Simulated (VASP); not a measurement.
# Mo (Fm-3m) in VASP: notebook

Mo is run at these levels: r2SCAN; tasks: single point.

All numbers are computed with VASP 6.6.1; they aren't measurements. Logs are shortened: lines on timing, memory, paths and dates and some standing lists are left out, and cuts for length are marked.

### 1 The cell of the first run

The structure is cubic, space group Fm-3m (No. 225). The conventional cell has a = 4.092 Å, b = 4.092 Å, c = 4.092 Å, α = 90.00°, β = 90.00°, γ = 90.00°. Within 3.8 Å of Mo (site symmetry m-3m) lie 12 Mo at 2.89 Å.

### 2 Single point, r2SCAN (volume scaled by 1.08)

POSCAR reads:

```
Mo
1.0
    0.0000000000      2.0459909000      2.0459909000
    2.0459909000      0.0000000000      2.0459909000
    2.0459909000      2.0459909000      0.0000000000
Mo
1
Direct
    0.0000000000      0.0000000000      0.0000000000
```

INCAR.step1 reads:

```
SYSTEM = Mo
PREC     = Accurate       ! precision mode
ENCUT    = 520            ! plane-wave cutoff, eV
ISMEAR   = -1             ! smearing method
SIGMA    = 0.1            ! smearing width, eV
LREAL    = .FALSE.        ! projectors in reciprocal space
LASPH    = .TRUE.         ! aspherical terms in the spheres
NELM     = 80             ! most SCF steps
NBANDS   = 13             ! bands
GGA      = PE             ! functional
ALGO     = Normal         ! electronic algorithm
EDIFF    = 1E-4           ! SCF threshold, eV
LWAVE    = .TRUE.         ! write WAVECAR
LCHARG   = .FALSE.        ! write CHGCAR
```

INCAR.step2 reads:

```
SYSTEM = Mo
PREC     = Accurate       ! precision mode
ENCUT    = 520            ! plane-wave cutoff, eV
EDIFF    = 1E-7           ! SCF threshold, eV
ISMEAR   = -1             ! smearing method
SIGMA    = 0.1            ! smearing width, eV
LREAL    = .FALSE.        ! projectors in reciprocal space
LASPH    = .TRUE.         ! aspherical terms in the spheres
NELM     = 80             ! most SCF steps
ALGO     = Normal         ! electronic algorithm
ISIF     = 2              ! what is computed and relaxed
LWAVE    = .FALSE.        ! write WAVECAR
LCHARG   = .FALSE.        ! write CHGCAR
METAGGA  = R2SCAN         ! meta-GGA
LMIXTAU  = .TRUE.       
NBANDS   = 13             ! bands
ISTART   = 1
```

KPOINTS reads:

```
Automatic mesh
0
G
  15 15 15
  0 0 0
```

Potentials or basis: VASP PAW PBE potentials, release 64 (Mo_sv).

Command:

```sh
> cat potpaw_PBE.64/Mo_sv/POTCAR > POTCAR
> cp INCAR.step1 INCAR
> mpirun -np 1 vasp_std > vasp.out
> cp INCAR.step2 INCAR
> mpirun -np 1 vasp_std > vasp.out
```

OUTCAR:

```text
SYSTEM = Mo
   PREC = Accurate
   ENCUT = 520
   EDIFF = 1E-7
   ISMEAR = -1
   LREAL = .FALSE.
   LASPH = .TRUE.
   NELM = 80
   ISIF = 2
   METAGGA = R2SCAN
   ISTART = 1

 ion  position               nearest neighbor table
   1  0.000  0.000  0.000-

  LATTYP: Found a face centered cubic cell.
 ALAT       =     4.0919818000

  Lattice vectors:

 A1 = (   0.0000000000,   2.0459909000,   2.0459909000)
 A2 = (   2.0459909000,   0.0000000000,   2.0459909000)
 A3 = (   2.0459909000,   2.0459909000,   0.0000000000)

Analysis of symmetry for initial positions (statically):
=====================================================================
 Subroutine PRICEL returns:
 Original cell was already a primitive cell.

 Routine SETGRP: Setting up the symmetry group for a
 face centered cubic supercell.

 Subroutine GETGRP returns: Found 48 space group operations
 (whereof 48 operations were pure point group operations)
 out of a pool of 48 trial point group operations.

The static configuration has the point symmetry O_h .

Analysis of symmetry for dynamics (positions and initial velocities):
=====================================================================
 Subroutine PRICEL returns:
 Original cell was already a primitive cell.

 Routine SETGRP: Setting up the symmetry group for a
 face centered cubic supercell.

 Subroutine GETGRP returns: Found 48 space group operations
 (whereof 48 operations were pure point group operations)
 out of a pool of 48 trial point group operations.

The dynamic configuration has the point symmetry O_h .

 Subroutine INISYM returns: Found 48 space group operations
 (whereof 48 operations are pure point group operations),
 and found     1 'primitive' translations

----------------------------------------------------------------------------------------

                                     Primitive cell

  volume of cell :      17.1294

  direct lattice vectors                    reciprocal lattice vectors
     0.000000000  2.045990900  2.045990900    -0.244380364  0.244380364  0.244380364
     2.045990900  0.000000000  2.045990900     0.244380364 -0.244380364  0.244380364
     2.045990900  2.045990900  0.000000000     0.244380364  0.244380364 -0.244380364

  length of vectors
     2.893468079  2.893468079  2.893468079     0.423279206  0.423279206  0.423279206

  position of ions in fractional coordinates (direct lattice)
     0.000000000  0.000000000  0.000000000

  ion indices of the primitive-cell ions
   primitive index   ion index
[... 76 lines left out ...]
   NSW    =      0    number of steps for IOM
   IBRION =     -1    ionic relax: 0-MD 1-quasi-New 2-CG
   NFREE  =      0    steps in history (QN), initial steepest desc. (CG)
   ISIF   =      2    stress and relaxation
   ISYM   =      2    0-nonsym 1-usesym 2-fastsym
   POTIM  = 0.5000    time-step for ionic-motion
   TEBEG  =    0.0;   TEEND  =   0.0 temperature during run
   PSTRESS=    0.0 pullay stress
   NELECT =      14.0000    total number of electrons
   NUPDOWN=      -1.0000    fix difference up-down
   EMIN   =  10.00;   EMAX   =-10.00  energy-range for DOS
   EFERMI =   0.00;   METHOD = LEGACY
   ISMEAR =    -1;   SIGMA  =   0.10  broadening in eV -4-tet -1-fermi 0-gaus
   EFERMI_NEDOS =   21; number of points for ismear=-14 and -15
   IALGO  =     38    algorithm
   IMIX   =      4    mixing-type and parameters
     AMIX     =   0.40;   BMIX     =  1.00
     AMIX_MAG =   1.60;   BMIX_MAG =  1.00
  volume/ion in A,a.u.               =      17.13       115.59
  Fermi-wavevector in a.u.,A,eV,Ry     =   1.530631  2.892473 31.876151  2.342831
  Thomas-Fermi vector in A             =   2.638087
   LORBIT       =      0    0 simple, 1 ext, 2 COOP (PROOUT), +10 PAW based schemes
   METAGGA = R2SCAN    functional components
   LHFCALC =     F    Hartree Fock is set to
   AEXX    =    0.0000 exact exchange contribution
   IVDW    =     0    specifies the selected vdW correction
   LEPSILON=     F    determine dielectric tensor
   LRPA    =     F    only Hartree local field effects (RPA)
 non-spin polarized calculation
  energy-cutoff  :      520.00
  volume of cell :       17.13
 maximum number of plane-waves:       477
 NGX is ok and might be reduce to    24
   NGX = 11   NGY = 11   NGZ = 11

 number of electron      14.0000000 magnetization

 Free energy of the ion-electron system (eV)
  ---------------------------------------------------
  ext. energy  EPLUGINS =         0.00000000
  ---------------------------------------------------
  free energy    TOTEN  =       -25.55400533 eV

  energy without entropy =      -25.51126357  energy(sigma->0) =      -25.53263445

 E-fermi :  10.7562     XC(G=0): -14.0435

 val. band max:       10.7532754167   @ k =   0.4667   0.3333   0.0667
 cond. band min:      10.7895279354   @ k =   0.2000   0.1333   0.0000
 fundamental gap:      0.0362525186
 Fermi energy:        10.7562316861

 k-point     1 :       0.0000    0.0000    0.0000
  band No.  band energies     occupation
      1     -51.9590      2.00000
      2     -24.6504      2.00000
      3     -24.6504      2.00000
      4     -24.6504      2.00000
      5       3.7963      2.00000
      6      10.0777      1.99774
      7      10.0777      1.99774
      8      10.0777      1.99774
      9      12.7459      0.00000
     10      12.7459      0.00000
     11      24.2854      0.00000
     12      29.7051      0.00000
     13      29.7052      0.00000
[... 354 lines left out ...]
  band No.  band energies     occupation
      1     -51.8927      2.00000
      2     -24.9762      2.00000
      3     -24.7526      2.00000
      4     -24.7434      2.00000
      5       5.2403      2.00000
      6       8.9690      2.00000
      7      10.7895      0.83504
      8      10.8865      0.42747
      9      11.6934      0.00017
     10      13.1581      0.00000
     11      26.8924      0.00000
     12      27.4187      0.00000
     13      30.4156      0.00000

 [... further k-points ...]
[... 5 lines left out ...]
  --------------------------------------------------------------------------------------
  -------------------------------------------------------------------------------------
  Total       -1.6742250     -1.6742250     -1.6742250      0.0000000      0.0000000      0.0000000
  in kB     -156.5969603   -156.5969603   -156.5969603      0.0000000      0.0000000      0.0000000
  external PRESSURE =    -156.5969603 kB  Pullay stress =       0.0000000 kB

 VOLUME and BASIS-vectors are now :
 -----------------------------------------------------------------------------
  energy-cutoff  :      520.00
  volume of cell :       17.13
      direct lattice vectors                 reciprocal lattice vectors
     0.000000000  2.045990900  2.045990900    -0.244380364  0.244380364  0.244380364
     2.045990900  0.000000000  2.045990900     0.244380364 -0.244380364  0.244380364
     2.045990900  2.045990900  0.000000000     0.244380364  0.244380364 -0.244380364

 POSITION                                       TOTAL-FORCE (eV/Angst)
 -----------------------------------------------------------------------------------
      0.00000      0.00000      0.00000         0.000000      0.000000      0.000000
 -----------------------------------------------------------------------------------
    total drift:                                0.000000     -0.000000     -0.000000

  FREE ENERGIE OF THE ION-ELECTRON SYSTEM (eV)
  ---------------------------------------------------
  free  energy   TOTEN  =       -25.5540053280 eV

  energy  without entropy=      -25.5112635737  energy(sigma->0) =      -25.53263445
```

OSZICAR.step1:

```text
N       E                     dE             d eps       ncg     rms          rms(c)
DAV:   1     0.919350388802E+02    0.91935E+02   -0.79723E+03  3141   0.109E+03
DAV:   2    -0.999729261866E+01   -0.10193E+03   -0.98205E+02  3550   0.305E+02
DAV:   3    -0.111566322915E+02   -0.11593E+01   -0.11546E+01  3515   0.327E+01
DAV:   4    -0.111594121694E+02   -0.27799E-02   -0.27797E-02  3465   0.193E+00
DAV:   5    -0.111594312104E+02   -0.19041E-04   -0.19042E-04  3525   0.143E-01    0.115E+01
DAV:   6    -0.105601816017E+02    0.59925E+00   -0.81341E-01  3185   0.106E+01    0.273E+00
DAV:   7    -0.104918801935E+02    0.68301E-01   -0.12453E-01  3510   0.390E+00    0.905E-01
DAV:   8    -0.104880477378E+02    0.38325E-02   -0.40619E-03  3175   0.803E-01    0.169E-01
DAV:   9    -0.104881010714E+02   -0.53334E-04   -0.10883E-04  2514   0.130E-01
   1 F= -.10488101E+02 E0= -.10464837E+02  d E =-.465276E-01
```

Run time: 44 s. Hardware: 1 thread of Intel Xeon 6975P-C (Granite Rapids), shared host; peak memory 0.15 GiB.

Results:

```
Free energy            : -25.5540 eV
Pressure               : -15.7 GPa
Band gap on the k mesh : zero (band 7 reaches 14.28 eV, above the bottom of band 8 at 10.08 eV)
```

Caveat: the cell differs from its parent crystal (volume scaled by 1.08); the PAW data sets were made with another functional, which shifts forces and pressure a little.

### 3 Single point, r2SCAN (volume scaled by 1.12)

POSCAR reads:

```
Mo
1.0
    0.0000000000      2.0709444679      2.0709444679
    2.0709444679      0.0000000000      2.0709444679
    2.0709444679      2.0709444679      0.0000000000
Mo
1
Direct
    0.0000000000      0.0000000000      0.0000000000
```

Edit INCAR.step1 of step 2 so:

```diff
@@ -7,3 +7,3 @@
 LASPH    = .TRUE.         ! aspherical terms in the spheres
-NELM     = 80             ! most SCF steps
+NELM     = 100            ! most SCF steps
 NBANDS   = 13             ! bands
```

INCAR.step2 reads:

```
SYSTEM = Mo
PREC     = Accurate       ! precision mode
ENCUT    = 520            ! plane-wave cutoff, eV
EDIFF    = 1E-6           ! SCF threshold, eV
ISMEAR   = -1             ! smearing method
SIGMA    = 0.1            ! smearing width, eV
LREAL    = .FALSE.        ! projectors in reciprocal space
LASPH    = .TRUE.         ! aspherical terms in the spheres
NELM     = 100            ! most SCF steps
ALGO     = Normal         ! electronic algorithm
ISIF     = 2              ! what is computed and relaxed
LWAVE    = .FALSE.        ! write WAVECAR
LCHARG   = .TRUE.         ! write CHGCAR
METAGGA  = R2SCAN         ! meta-GGA
LMIXTAU  = .TRUE.       
LELF     = .TRUE.         ! ELF
LVHAR    = .TRUE.       
NBANDS   = 13             ! bands
ISTART   = 1
```

KPOINTS reads:

```
regular mesh
0
G
  15 15 15
  0 0 0
```

Potentials or basis: VASP PAW PBE potentials, release 64 (Mo_sv).

Command:

```sh
> cat potpaw_PBE.64/Mo_sv/POTCAR > POTCAR
> cp INCAR.step1 INCAR
> mpirun -np 1 vasp_std > vasp.out
> cp INCAR.step2 INCAR
> mpirun -np 1 vasp_std > vasp.out
```

OUTCAR:

```text
SYSTEM = Mo
   PREC = Accurate
   ENCUT = 520
   EDIFF = 1E-6
   ISMEAR = -1
   LREAL = .FALSE.
   LASPH = .TRUE.
   NELM = 100
   ISIF = 2
   METAGGA = R2SCAN
   ISTART = 1

 ion  position               nearest neighbor table
   1  0.000  0.000  0.000-

  LATTYP: Found a face centered cubic cell.
 ALAT       =     4.1418889358

  Lattice vectors:

 A1 = (   0.0000000000,   2.0709444679,   2.0709444679)
 A2 = (   2.0709444679,   0.0000000000,   2.0709444679)
 A3 = (   2.0709444679,   2.0709444679,   0.0000000000)
[... 553 lines left out ...]
      4     -25.3461      2.00000
      5       4.7931      2.00000
      6       8.5497      2.00000
      7      10.2796      0.79990
      8      10.3683      0.43090
      9      11.1459      0.00023
     10      12.5290      0.00000
     11      26.2004      0.00000
     12      26.6626      0.00000
     13      29.5401      0.00000

 [... further k-points ...]
[... 5 lines left out ...]
  --------------------------------------------------------------------------------------
  -------------------------------------------------------------------------------------
  Total       -2.4199998     -2.4199998     -2.4199998      0.0000000      0.0000000      0.0000000
  in kB     -218.2682408   -218.2682408   -218.2682408      0.0000000      0.0000000      0.0000000
  external PRESSURE =    -218.2682408 kB  Pullay stress =       0.0000000 kB

 VOLUME and BASIS-vectors are now :
 -----------------------------------------------------------------------------
  energy-cutoff  :      520.00
  volume of cell :       17.76
      direct lattice vectors                 reciprocal lattice vectors
     0.000000000  2.070944468  2.070944468    -0.241435735  0.241435735  0.241435735
     2.070944468  0.000000000  2.070944468     0.241435735 -0.241435735  0.241435735
     2.070944468  2.070944468  0.000000000     0.241435735  0.241435735 -0.241435735

 POSITION                                       TOTAL-FORCE (eV/Angst)
 -----------------------------------------------------------------------------------
      0.00000      0.00000      0.00000        -0.000000      0.000000     -0.000000
 -----------------------------------------------------------------------------------
    total drift:                               -0.000000      0.000000      0.000000

  FREE ENERGIE OF THE ION-ELECTRON SYSTEM (eV)
  ---------------------------------------------------
  free  energy   TOTEN  =       -25.4794534967 eV

  energy  without entropy=      -25.4341846333  energy(sigma->0) =      -25.45681906
```

OUTCAR.step1:

```text
SYSTEM = Mo
   PREC = Accurate
   ENCUT = 520
   ISMEAR = -1
   LREAL = .FALSE.
   LASPH = .TRUE.
[... 601 lines left out ...]
 -----------------------------------------------------------------------------------
      0.00000      0.00000      0.00000         0.000000      0.000000      0.000000
 -----------------------------------------------------------------------------------
    total drift:                               -0.000000      0.000000      0.000000

  FREE ENERGIE OF THE ION-ELECTRON SYSTEM (eV)
  ---------------------------------------------------
  free  energy   TOTEN  =       -10.4237284329 eV

  energy  without entropy=      -10.3750082243  energy(sigma->0) =      -10.39936833
```

Wall time 33 s (1 thread of Intel Xeon 6975P-C (Granite Rapids), shared host); peak memory 0.16 GiB.

What came out:

| Property | Result |
| --- | --- |
| Free energy | -25.4795 eV |
| Pressure | -21.8 GPa |
| Band gap on the k mesh | zero (band 7 reaches 13.57 eV, above the bottom of band 8 at 9.60 eV) |

Levels at points of the mesh, in eV from the Fermi level:
| k point | band 3 | band 4 | band 5 | band 6 | band 7 | band 8 | band 9 | band 10 | band 11 | band 12 |
| --- | --- | --- | --- | --- | --- | --- | --- | --- | --- | --- |
| (0.00, 0.00, 0.00) | -35.50 | -35.50 | -6.84 | -0.64 | -0.64 | -0.64 | 1.90 | 1.90 | 13.49 | 18.74 |

Caveat: the cell differs from its parent crystal (volume scaled by 1.12); the PAW data sets were made with another functional, which shifts forces and pressure a little.

### 4 Single point, r2SCAN

This run uses another cell than the first one, of 15.86 Å³/atom, 0.926 times its volume.

POSCAR reads:

```
Mo
1.0
    0.0000000000      1.9941712280      1.9941712280
    1.9941712280      0.0000000000      1.9941712280
    1.9941712280      1.9941712280      0.0000000000
Mo
1
Direct
    0.0000000000      0.0000000000      0.0000000000
```

INCAR.step1 reads:

```
SYSTEM = Mo
  PREC = Accurate
  ENCUT = 520
  ISMEAR = -1
  SIGMA = 0.1
  LREAL = .FALSE.
  LASPH = .TRUE.
  NELM = 100
  NBANDS = 13
  GGA = PE
  ALGO = Normal
  EDIFF = 1E-4
  LWAVE = .TRUE.
  LCHARG = .FALSE.
```

INCAR.step2 reads:

```
SYSTEM = Mo
  PREC = Accurate
  ENCUT = 520
  EDIFF = 1E-7
  ISMEAR = -1
  SIGMA = 0.1
  LREAL = .FALSE.
  LASPH = .TRUE.
  NELM = 100
  ALGO = Normal
  ISIF = 2
  LWAVE = .FALSE.
  LCHARG = .FALSE.
  METAGGA = R2SCAN
  LMIXTAU = .TRUE.
  NBANDS = 13
  ISTART = 1
```

KPOINTS reads:

```
Automatic mesh
0
G
  22 22 22
  0 0 0
```

Command:

```sh
> cat potpaw_PBE.64/Mo_sv/POTCAR > POTCAR
> cp INCAR.step1 INCAR
> mpirun -np 1 vasp_std > vasp.out
> cp INCAR.step2 INCAR
> mpirun -np 1 vasp_std > vasp.out
```

Wall time 88 s (1 thread of Intel Xeon 6975P-C (Granite Rapids), shared host); peak memory 0.19 GiB.

Results (log left out):

```yaml
Free_energy: -25.6151 eV
Pressure: 1.1 GPa
Band_gap_on_the_k_mesh: zero (band 7 reaches 16.09 eV, above the bottom of band 8 at 11.13 eV)
```

Levels at points of the mesh, in eV from the Fermi level:
| k point | band 3 | band 4 | band 5 | band 6 | band 7 | band 8 | band 9 | band 10 | band 11 | band 12 |
| --- | --- | --- | --- | --- | --- | --- | --- | --- | --- | --- |
| (0.00, 0.00, 0.00) | -35.19 | -35.19 | -7.19 | -0.78 | -0.78 | -0.78 | 2.18 | 2.18 | 13.58 | 19.38 |
| (0.50, 0.00, 0.00) | -35.38 | -35.38 | -4.95 | -0.91 | -0.91 | 1.51 | 4.28 | 4.28 | 11.81 | 13.30 |
| (0.50, 0.50, 0.00) | -35.71 | -35.71 | -5.26 | -4.63 | 4.17 | 4.31 | 4.84 | 4.84 | 13.20 | 13.20 |

Caveat: the PAW data sets were made with another functional, which shifts forces and pressure a little.

(Part 1 of 2 ends here.)
